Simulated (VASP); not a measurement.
H10CO6, 17 atoms in the cell. The cell holds a disordered packing, 17 atoms: a = 6.196 Å, b = 6.196 Å, c = 6.196 Å, α = 90.00°, β = 90.00°, γ = 90.00°. 

- Program: VASP 6.6.1
- Task: single point
- Functional: PBE
- Dispersion: D3(BJ)
- Potentials or basis: VASP PAW PBE potentials, release 64 (O_h, H_h, C_h)
- Cutoff: 1000 eV
- k mesh: 1 × 1 × 1
- Occupations: fermi-dirac, width 0.02 eV
- Spin: no spin polarisation
- Dipole correction: no
- Further INCAR settings: LREAL = Auto; ALGO = Normal; EDIFF = 1e-06; NBANDS = 39

Potentials or basis: VASP PAW PBE potentials, release 64 (O_h, H_h, C_h).

Launch:

```bash
$ cat potpaw_PBE.64/O_h/POTCAR potpaw_PBE.64/H_h/POTCAR potpaw_PBE.64/C_h/POTCAR > POTCAR
$ mpirun -np 1 vasp_gam > vasp.out
```

Hardware: 1 thread of Intel(R) Xeon(R) 6975P-C (Granite Rapids) (shared host).

How long does it take, and how much memory?

Run time: 28 s on 1 thread of Intel(R) Xeon(R) 6975P-C (Granite Rapids) (shared host), peak memory 0.52 GiB. Counts: scf iterations 16, k points 1.
